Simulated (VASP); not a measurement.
# SnO2 (Fm-3m) in VASP: a series of runs

SnO2 is run at these levels: PBE, r2SCAN; tasks: single point.

Everything below comes from runs of VASP 6.6.1. Logs are shortened: lines on timing, memory, paths and dates and some standing lists are left out, and cuts for length are marked.

### 1 The cell of the first run

The structure is cubic, space group Fm-3m (No. 225). The conventional cell has a = 5.216 Å, b = 5.216 Å, c = 5.216 Å, α = 90.00°, β = 90.00°, γ = 90.00°. Sn (site symmetry m-3m) has 8 O at 2.26 Å within 3.0 Å. Within 3.0 Å of O (site symmetry -43m) lie 4 Sn at 2.26 Å and 6 O at 2.61 Å.

### 2 Single point, PBE (volume scaled by 1.04)

INCAR

```
PREC     = Accurate       # precision mode
ENCUT    = 520            # plane-wave cutoff, eV
EDIFF    = 1E-6           # SCF threshold, eV
ISMEAR   = -1             # smearing method
SIGMA    = 0.05           # smearing width, eV
LREAL    = False          # projectors in reciprocal space
LASPH    = True           # aspherical terms in the spheres
NELM     = 100            # most SCF steps
ALGO     = Normal         # electronic algorithm
ISIF     = 2              # what is computed and relaxed
LWAVE    = False          # write WAVECAR
LCHARG   = False          # write CHGCAR
GGA      = PE             # functional
NBANDS   = 20             # bands
```

KPOINTS

```
regular mesh
0
Gamma
  9 9 9
```

POSCAR

```
SnO2
1.0
    0.0000000000      2.6080242793      2.6080242793
    2.6080242793      0.0000000000      2.6080242793
    2.6080242793      2.6080242793      0.0000000000
Sn O
1 2
Direct
    0.0000000000      0.0000000000      0.0000000000
    0.7500000000      0.7500000000      0.7500000000
    0.2500000000      0.2500000000      0.2500000000
```

Potentials or basis: VASP PAW PBE potentials, release 64 (Sn_d, O).

The run is started by

```
$ cat potpaw_PBE.64/Sn_d/POTCAR potpaw_PBE.64/O/POTCAR > POTCAR
$ mpirun -np 1 vasp_std > vasp.out
```

OUTCAR:

```text
PREC = Accurate
   ENCUT = 520
   EDIFF = 1E-6
   ISMEAR = -1
   LREAL = False
   LASPH = True
   NELM = 100
   ISIF = 2
   GGA = PE

 ion  position               nearest neighbor table
   1  0.000  0.000  0.000-   2 2.26   2 2.26   2 2.26   2 2.26   3 2.26   3 2.26   3 2.26   3 2.26

   2  0.750  0.750  0.750-   1 2.26   1 2.26   1 2.26   1 2.26
   3  0.250  0.250  0.250-   1 2.26   1 2.26   1 2.26   1 2.26

  LATTYP: Found a face centered cubic cell.
 ALAT       =     5.2160485586

  Lattice vectors:

 A1 = (   0.0000000000,   2.6080242793,   2.6080242793)
 A2 = (   2.6080242793,   0.0000000000,   2.6080242793)
 A3 = (   2.6080242793,   2.6080242793,   0.0000000000)

Analysis of symmetry for initial positions (statically):
=====================================================================
 Subroutine PRICEL returns:
 Original cell was already a primitive cell.

 Routine SETGRP: Setting up the symmetry group for a
 face centered cubic supercell.

 Subroutine GETGRP returns: Found 48 space group operations
 (whereof 48 operations were pure point group operations)
 out of a pool of 48 trial point group operations.

The static configuration has the point symmetry O_h .

Analysis of symmetry for dynamics (positions and initial velocities):
=====================================================================
 Subroutine PRICEL returns:
 Original cell was already a primitive cell.

 Routine SETGRP: Setting up the symmetry group for a
 face centered cubic supercell.

 Subroutine GETGRP returns: Found 48 space group operations
 (whereof 48 operations were pure point group operations)
 out of a pool of 48 trial point group operations.

The dynamic configuration has the point symmetry O_h .

 Subroutine INISYM returns: Found 48 space group operations
 (whereof 48 operations are pure point group operations),
 and found     1 'primitive' translations

----------------------------------------------------------------------------------------

                                     Primitive cell

  volume of cell :      35.4785

  direct lattice vectors                    reciprocal lattice vectors
     0.000000000  2.608024279  2.608024279    -0.191716007  0.191716007  0.191716007
     2.608024279  0.000000000  2.608024279     0.191716007 -0.191716007  0.191716007
     2.608024279  2.608024279  0.000000000     0.191716007  0.191716007 -0.191716007

  length of vectors
     3.688303307  3.688303307  3.688303307     0.332061864  0.332061864  0.332061864

  position of ions in fractional coordinates (direct lattice)
     0.000000000  0.000000000  0.000000000
     0.750000000  0.750000000  0.750000000
     0.250000000  0.250000000  0.250000000

  ion indices of the primitive-cell ions
   primitive index   ion index
                 1           1
                 2           2
                 3           3

----------------------------------------------------------------------------------------

 KPOINTS: regular mesh

Automatic generation of k-mesh.
 Grid dimensions read from file:
 generate k-points for:    9    9    9

 Generating k-lattice:

  Cartesian coordinates                     Fractional coordinates (reciprocal lattice)
    -0.021301779  0.021301779  0.021301779     0.111111111  0.000000000  0.000000000
     0.021301779 -0.021301779  0.021301779     0.000000000  0.111111111  0.000000000
     0.021301779  0.021301779 -0.021301779     0.000000000  0.000000000  0.111111111

  Length of vectors
     0.036895763  0.036895763  0.036895763

  Shift w.r.t. Gamma in fractional coordinates (k-lattice)
     0.000000000  0.000000000  0.000000000

 Subroutine IBZKPT returns following result:
 ===========================================

 Found     35 irreducible k-points:

 Following reciprocal coordinates:
            Coordinates               Weight
  0.000000  0.000000  0.000000      1.000000
  0.111111  0.000000  0.000000      8.000000
  0.222222  0.000000  0.000000      8.000000
  0.333333  0.000000  0.000000      8.000000
  0.444444  0.000000  0.000000      8.000000
  0.111111  0.111111  0.000000      6.000000
[... 16 lines left out ...]
 -0.333333  0.333333  0.000000     12.000000
  0.444444  0.444444  0.000000      6.000000
 [... further k-points ...]
   k-points           NKPTS =     35   k-points in BZ     NKDIM =     35   number of bands    NBANDS=     20
   number of dos      NEDOS =    301   number of ions     NIONS =      3
   total plane-waves  NPLWV =  21952
   dimension x,y,z NGX =    28 NGY =   28 NGZ =   28
   dimension x,y,z NGXF=    56 NGYF=   56 NGZF=   56
   ions per type =               1   2
   NGX,Y,Z   is equivalent  to a cutoff of  12.62, 12.62, 12.62 a.u.
   NGXF,Y,Z  is equivalent  to a cutoff of  25.24, 25.24, 25.24 a.u.
 SYSTEM =  unknown system
   PREC   = accura    normal or accurate (medium, high low for compatibility)
   ISTART =      0    job   : 0-new  1-cont  2-samecut
   ICHARG =      2    charge: 1-file 2-atom 10-const
   ISPIN  =      1    spin polarized calculation?
   LNONCOLLINEAR =      F non collinear calculations
   LSORBIT =      F    spin-orbit coupling
   LASPH  =      T    aspherical Exc in radial PAW
   ENCUT  =  520.0 eV  38.22 Ry    6.18 a.u.   6.86  6.86  6.86*2*pi/ulx,y,z
   NELM   =    100;   NELMIN=  2; NELMDL= -5     # of ELM steps
   EDIFF  = 0.1E-05   stopping-criterion for ELM
   LREAL  =      F    real-space projection
   EDIFFG = 0.1E-04   stopping-criterion for IOM
   NSW    =      0    number of steps for IOM
   IBRION =     -1    ionic relax: 0-MD 1-quasi-New 2-CG
   NFREE  =      0    steps in history (QN), initial steepest desc. (CG)
   ISIF   =      2    stress and relaxation
   ISYM   =      2    0-nonsym 1-usesym 2-fastsym
   POTIM  = 0.5000    time-step for ionic-motion
   TEBEG  =    0.0;   TEEND  =   0.0 temperature during run
   PSTRESS=    0.0 pullay stress
   NELECT =      26.0000    total number of electrons
   NUPDOWN=      -1.0000    fix difference up-down
   EMIN   =  10.00;   EMAX   =-10.00  energy-range for DOS
   EFERMI =   0.00;   METHOD = LEGACY
   ISMEAR =    -1;   SIGMA  =   0.05  broadening in eV -4-tet -1-fermi 0-gaus
   EFERMI_NEDOS =   21; number of points for ismear=-14 and -15
   IALGO  =     38    algorithm
   IMIX   =      4    mixing-type and parameters
     AMIX     =   0.40;   BMIX     =  1.00
     AMIX_MAG =   1.60;   BMIX_MAG =  1.00
  volume/ion in A,a.u.               =      11.83        79.81
  Fermi-wavevector in a.u.,A,eV,Ry     =   1.475970  2.789180 29.640138  2.178489
  Thomas-Fermi vector in A             =   2.590554
   LORBIT       =      0    0 simple, 1 ext, 2 COOP (PROOUT), +10 PAW based schemes
   GGA     = PE    functional components
   LHFCALC =     F    Hartree Fock is set to
   AEXX    =    0.0000 exact exchange contribution
   IVDW    =     0    specifies the selected vdW correction
   LEPSILON=     F    determine dielectric tensor
   LRPA    =     F    only Hartree local field effects (RPA)
 non-spin polarized calculation
  energy-cutoff  :      520.00
  volume of cell :       35.48
 maximum number of plane-waves:       966
   NGX = 13   NGY = 13   NGZ = 13

 number of electron      26.0000011 magnetization

 Free energy of the ion-electron system (eV)
  ---------------------------------------------------
  ext. energy  EPLUGINS =         0.00000000
  ---------------------------------------------------
  free energy    TOTEN  =       -17.89048458 eV

  energy without entropy =      -17.88969540  energy(sigma->0) =      -17.89008999

 E-fermi :   6.9508     XC(G=0): -11.4521

 val. band max:        6.7394338494   @ k =  -0.4444   0.4444   0.0000
 cond. band min:       7.6024025138   @ k =   0.1111   0.0000   0.0000
 fundamental gap:      0.8629686644
 Fermi energy:         6.9508151562

 k-point     1 :       0.0000    0.0000    0.0000
  band No.  band energies     occupation
      1     -13.7661      2.00000
      2     -13.7661      2.00000
      3     -13.7661      2.00000
      4     -13.6661      2.00000
      5     -13.6661      2.00000
      6     -12.1540      2.00000
[... 12 lines left out ...]
     19      21.7032      0.00000
     20      21.7032      0.00000

 k-point     2 :       0.1111    0.0000    0.0000
  band No.  band energies     occupation
      1     -13.7999      2.00000
      2     -13.7590      2.00000
      3     -13.7590      2.00000
      4     -13.6662      2.00000
      5     -13.6662      2.00000
      6     -12.0421      2.00000
[... 12 lines left out ...]
     19      21.7127      0.00000
     20      21.7127      0.00000

 k-point     3 :       0.2222    0.0000    0.0000
  band No.  band energies     occupation
      1     -13.8936      2.00000
      2     -13.7447      2.00000
      3     -13.7447      2.00000
      4     -13.6629      2.00000
      5     -13.6629      2.00000
      6     -11.6969      2.00000
[... 12 lines left out ...]
     19      21.7434      0.00000
     20      21.9942      0.00000

 k-point     4 :       0.3333    0.0000    0.0000
  band No.  band energies     occupation
      1     -14.0064      2.00000
      2     -13.7364      2.00000
      3     -13.7364      2.00000
      4     -13.6509      2.00000
      5     -13.6509      2.00000
      6     -11.1414      2.00000
[... 12 lines left out ...]
     19      21.7566      0.00000
     20      22.2382      0.00000

 k-point     5 :       0.4444    0.0000    0.0000
  band No.  band energies     occupation
      1     -14.0808      2.00000
      2     -13.7353      2.00000
      3     -13.7353      2.00000
      4     -13.6386      2.00000
      5     -13.6386      2.00000
      6     -10.4951      2.00000
[... 12 lines left out ...]
     19      21.7062      0.00000
     20      21.7482      0.00000
[... 353 lines left out ...]
      6     -10.7565      2.00000
[... 12 lines left out ...]
     19      23.4147      0.00000
     20      24.6023      0.00000

 k-point    22 :      -0.4444    0.3333    0.0000
  band No.  band energies     occupation
      1     -14.0828      2.00000
      2     -13.7779      2.00000
      3     -13.7008      2.00000
      4     -13.6661      2.00000
      5     -13.6405      2.00000
      6     -10.3092      2.00000
[... 12 lines left out ...]
     19      23.2720      0.00000
     20      24.8052      0.00000

 k-point    23 :      -0.3333    0.3333    0.0000
  band No.  band energies     occupation
      1     -13.9989      2.00000
      2     -13.8742      2.00000
      3     -13.6876      2.00000
      4     -13.6727      2.00000
      5     -13.6567      2.00000
      6      -9.8688      2.00000
[... 12 lines left out ...]
     19      22.3750      0.00000
     20      25.3168      0.00000

 k-point    24 :       0.4444    0.4444    0.0000
  band No.  band energies     occupation
      1     -14.1653      2.00000
      2     -13.7157      2.00000
      3     -13.6492      2.00000
      4     -13.6492      2.00000
      5     -13.6332      2.00000
      6     -10.6976      2.00000
[... 12 lines left out ...]
     19      23.7412      0.00000
     20      23.8944      0.00000

 [... further k-points ...]

------------------------ aborting loop because EDIFF is reached ----------------------------------------

  FORCE on cell =-STRESS in cart. coord.  units (eV):
  Direction    XX          YY          ZZ          XY          YZ          ZX
  --------------------------------------------------------------------------------------
  -------------------------------------------------------------------------------------
  Total       -1.4642395     -1.4642395     -1.4642395     -0.0000000      0.0000000      0.0000000
  in kB      -66.1238038    -66.1238038    -66.1238038     -0.0000000      0.0000000      0.0000000
  external PRESSURE =     -66.1238038 kB  Pullay stress =       0.0000000 kB

 VOLUME and BASIS-vectors are now :
 -----------------------------------------------------------------------------
  energy-cutoff  :      520.00
  volume of cell :       35.48
      direct lattice vectors                 reciprocal lattice vectors
     0.000000000  2.608024279  2.608024279    -0.191716007  0.191716007  0.191716007
     2.608024279  0.000000000  2.608024279     0.191716007 -0.191716007  0.191716007
     2.608024279  2.608024279  0.000000000     0.191716007  0.191716007 -0.191716007

 POSITION                                       TOTAL-FORCE (eV/Angst)
 -----------------------------------------------------------------------------------
      0.00000      0.00000      0.00000        -0.000000     -0.000000     -0.000000
      3.91204      3.91204      3.91204         0.000000     -0.000000     -0.000000
      1.30401      1.30401      1.30401         0.000000      0.000000      0.000000
 -----------------------------------------------------------------------------------
    total drift:                               -0.000000      0.000000      0.000000

  FREE ENERGIE OF THE ION-ELECTRON SYSTEM (eV)
  ---------------------------------------------------
  free  energy   TOTEN  =       -17.8904845845 eV

  energy  without entropy=      -17.8896953996  energy(sigma->0) =      -17.89008999
```

Run time: 21 s. Hardware: 1 thread of Intel Xeon Platinum 8259CL at 2.50GHz (Skylake/Cascade Lake), shared host; peak memory 0.16 GiB.

Results:

| Property | Result |
| --- | --- |
| Free energy | -17.8905 eV |
| Pressure | -6.6 GPa |
| Band gap on the k mesh | zero (band 13 reaches 6.74 eV, above the bottom of band 14 at 6.26 eV) |

Caveat: the cell differs from its parent crystal (volume scaled by 1.04); spin-orbit coupling is left out, which moves the levels of the heavy elements.

### 3 Single point, r2SCAN

This run uses another cell than the first one, of 11.37 Å³/atom, 0.962 times its volume.

POSCAR

```
SnO2
1.0
    0.0000000000      2.5741500000      2.5741500000
    2.5741500000      0.0000000000      2.5741500000
    2.5741500000      2.5741500000      0.0000000000
Sn O
1 2
Direct
    0.0000000000      0.0000000000      0.0000000000
    0.7500000000      0.7500000000      0.7500000000
    0.2500000000      0.2500000000      0.2500000000
```

INCAR.step1

```
PREC = Accurate
ENCUT = 520
ISMEAR = -1
SIGMA = 0.05
LREAL = F
LASPH = T
NELM = 80
NBANDS = 20
GGA = PE
ALGO = Normal
EDIFF = 1E-4
LWAVE = T
LCHARG = F
```

INCAR.step2

```
PREC = Accurate
ENCUT = 520
EDIFF = 1E-7
ISMEAR = -1
SIGMA = 0.05
LREAL = F
LASPH = T
NELM = 80
ALGO = Normal
ISIF = 2
LWAVE = F
LCHARG = F
METAGGA = R2SCAN
LMIXTAU = T
NBANDS = 20
ISTART = 1
```

KPOINTS

```
Automatic mesh
0
Gamma
  9 9 9
```

Potentials or basis: VASP PAW PBE potentials, release 64 (Sn_d, O).

The run is started by

```
$ cat potpaw_PBE.64/Sn_d/POTCAR potpaw_PBE.64/O/POTCAR > POTCAR
$ cp INCAR.step1 INCAR
$ mpirun -np 1 vasp_std > vasp.out
$ cp INCAR.step2 INCAR
$ mpirun -np 1 vasp_std > vasp.out
```

OUTCAR:

```text
PREC = Accurate
   ENCUT = 520
   EDIFF = 1E-7
   ISMEAR = -1
   LREAL = F
   LASPH = T
   NELM = 80
   ISIF = 2
   METAGGA = R2SCAN
   ISTART = 1

 ion  position               nearest neighbor table
   1  0.000  0.000  0.000-   2 2.23   3 2.23   2 2.23   2 2.23   2 2.23   3 2.23   3 2.23   3 2.23

   2  0.750  0.750  0.750-   1 2.23   1 2.23   1 2.23   1 2.23
   3  0.250  0.250  0.250-   1 2.23   1 2.23   1 2.23   1 2.23

  LATTYP: Found a face centered cubic cell.
 ALAT       =     5.1483000000

  Lattice vectors:

 A1 = (   0.0000000000,   2.5741500000,   2.5741500000)
 A2 = (   2.5741500000,   0.0000000000,   2.5741500000)
 A3 = (   2.5741500000,   2.5741500000,   0.0000000000)

Analysis of symmetry for initial positions (statically):
=====================================================================
 Subroutine PRICEL returns:
 Original cell was already a primitive cell.

 Routine SETGRP: Setting up the symmetry group for a
 face centered cubic supercell.
[... 163 lines left out ...]
  ---------------------------------------------------
  free energy    TOTEN  =       -41.44672523 eV

  energy without entropy =      -41.44658104  energy(sigma->0) =      -41.44665313

 E-fermi :   7.2733     XC(G=0): -12.4835

 val. band max:        6.9411435112   @ k =  -0.3333   0.4444   0.1111
 cond. band min:       7.3875091648   @ k =   0.0000   0.0000   0.0000
 fundamental gap:      0.4463656537
 Fermi energy:         7.2733204839

 k-point     1 :       0.0000    0.0000    0.0000
  band No.  band energies     occupation
      1     -14.1513      2.00000
      2     -14.1513      2.00000
      3     -14.1513      2.00000
      4     -14.0018      2.00000
      5     -14.0018      2.00000
      6     -13.2333      2.00000
[... 541 lines left out ...]
     19      25.0875      0.00000
     20      25.5465      0.00000

 [... further k-points ...]

------------------------ aborting loop because EDIFF is reached ----------------------------------------

  FORCE on cell =-STRESS in cart. coord.  units (eV):
  Direction    XX          YY          ZZ          XY          YZ          ZX
  --------------------------------------------------------------------------------------
  -------------------------------------------------------------------------------------
  Total       -1.8223369     -1.8223369     -1.8223369     -0.0000000      0.0000000      0.0000000
  in kB      -85.5869822    -85.5869822    -85.5869822     -0.0000000      0.0000000      0.0000000
  external PRESSURE =     -85.5869822 kB  Pullay stress =       0.0000000 kB

 VOLUME and BASIS-vectors are now :
 -----------------------------------------------------------------------------
  energy-cutoff  :      520.00
  volume of cell :       34.11
      direct lattice vectors                 reciprocal lattice vectors
     0.000000000  2.574150000  2.574150000    -0.194238875  0.194238875  0.194238875
     2.574150000  0.000000000  2.574150000     0.194238875 -0.194238875  0.194238875
     2.574150000  2.574150000  0.000000000     0.194238875  0.194238875 -0.194238875

 POSITION                                       TOTAL-FORCE (eV/Angst)
 -----------------------------------------------------------------------------------
      0.00000      0.00000      0.00000        -0.000000      0.000000      0.000000
      3.86123      3.86123      3.86123         0.000000      0.000000      0.000000
      1.28707      1.28707      1.28707        -0.000000     -0.000000     -0.000000
 -----------------------------------------------------------------------------------
    total drift:                               -0.000000     -0.000000      0.000000

  FREE ENERGIE OF THE ION-ELECTRON SYSTEM (eV)
  ---------------------------------------------------
  free  energy   TOTEN  =       -41.4467252343 eV

  energy  without entropy=      -41.4465810356  energy(sigma->0) =      -41.44665313
```

Wall time 71 s (1 thread of Intel Xeon 6975P-C, shared host); peak memory 0.18 GiB.

What came out:

* Free energy: -41.4467 eV
* Pressure: -8.6 GPa
* Band gap on the k mesh: 0.45 eV, indirect (least direct gap 1.70 eV)

Levels at points of the mesh, in eV from the valence-band top:
| k point | band 10 | band 11 | band 12 | band 13 | band 14 | band 15 | band 16 | band 17 |
| --- | --- | --- | --- | --- | --- | --- | --- | --- |
| (0.00, 0.00, 0.00) | -2.80 | -1.26 | -1.26 | -1.26 | 0.45 | 7.79 | 7.79 | 7.79 |

Caveat: the PAW data sets were made with another functional, which shifts forces and pressure a little; spin-orbit coupling is left out, which moves the levels of the heavy elements.

(Continued in part 2 of 2.)
